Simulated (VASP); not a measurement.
I, 1 atom in the cell. The structure is monoclinic, space group C2/m (No. 12). The conventional cell has a = 4.735 Å, b = 7.269 Å, c = 2.938 Å, α = 90.00°, β = 127.97°, γ = 90.00°. Within 3.9 Å of I (site symmetry 2/m) lie 4 I at 2.94 to 3.73 Å. 

- Program: VASP 6.6.1
- Task: relaxation of cell and atoms
- Functional: LDA
- Potentials or basis: VASP PAW LDA potentials, release 64 (I)
- Cutoff: 600 eV
- k mesh: 12 × 12 × 18
- Occupations: gaussian, width 0.1 eV
- Spin: no spin polarisation
- Dipole correction: no
- Further INCAR settings: ALGO = Normal; EDIFF = 1e-06; IBRION = 2; EDIFFG = -0.005; NSW = 70; ISIF = 3

Potentials or basis: VASP PAW LDA potentials, release 64 (I).

The run is started by

```sh
$ cat potpaw_LDA.64/I/POTCAR > POTCAR
$ mpirun -np 1 vasp_std > vasp.out
```

Hardware: 1 thread of Intel(R) Xeon(R) 6975P-C (Granite Rapids), with other jobs on the host.

Task: How long does it take, and how much memory?

Result: Run time: 29 min on 1 thread of Intel(R) Xeon(R) 6975P-C (Granite Rapids) (shared host), peak memory 0.39 GiB. Counts: scf iterations 116, k points 710, ion steps 22.
